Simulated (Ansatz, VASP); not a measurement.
## Ge2Sb2Te5: VASP beside Ansatz

```xyz
9
Lattice="4.2941 0.0000 0.0000 -2.1470 3.7188 0.0000 0.0000 0.0000 17.1013" Properties=species:S:1:pos:R:3 pbc="T T T"
Te    2.1470    1.2396    7.1807
Te    0.0000    2.4792    9.9206
Te    0.0000    2.4792    3.4466
Te    2.1470    1.2396   13.6547
Te    0.0000    0.0000    0.0000
Sb    0.0000    0.0000    5.4736
Sb    0.0000    0.0000   11.6278
Ge    2.1470    1.2396    1.7596
Ge    0.0000    2.4792   15.3417
```

Alike in both runs: task relaxation of cell and atoms; functional revPBE; dispersion D3(BJ); k mesh 7 × 7 × 2; occupations fermi-dirac, width 0.05 eV; no spin polarisation.

```csv
,VASP,Ansatz
version,VASP 6.6.1,Ansatz 0.2.0
potentials or method,"VASP PAW PBE potentials, release 64 (Te, Sb, Ge_d)",Ansatz PAW
plane-wave cutoff (eV),600,420
valence electrons in the cell,68,138
```

VASP gave:

| Property | Result |
| --- | --- |
| gap on the k mesh at the Fermi level, each at its own relaxed structure (eV) | none |
| relaxed volume (Å³/atom) | 28.27 |
| relaxed length of the cell vector where the two differ most in proportion (Å) | 16.686 |

Question: Estimate Ansatz's values.

Answer: gap on the k mesh at the Fermi level, each at its own relaxed structure (eV): none; relaxed volume (Å³/atom): 28.29; relaxed length of the cell vector where the two differ most in proportion (Å): 16.691.

VASP's potentials were made for PBE, not for revPBE. A gap of «none» marks a metal or a gap that the smearing closes. VASP's potentials hold 68 valence electrons a cell and Ansatz's 138, so a difference there can come from the potentials and not from the codes.

Neither program's run includes spin-orbit coupling. Noted on Ansatz's run: the plane-wave basis is chosen anew once the cell has moved, so the energies of steps on either side of that aren't comparable.
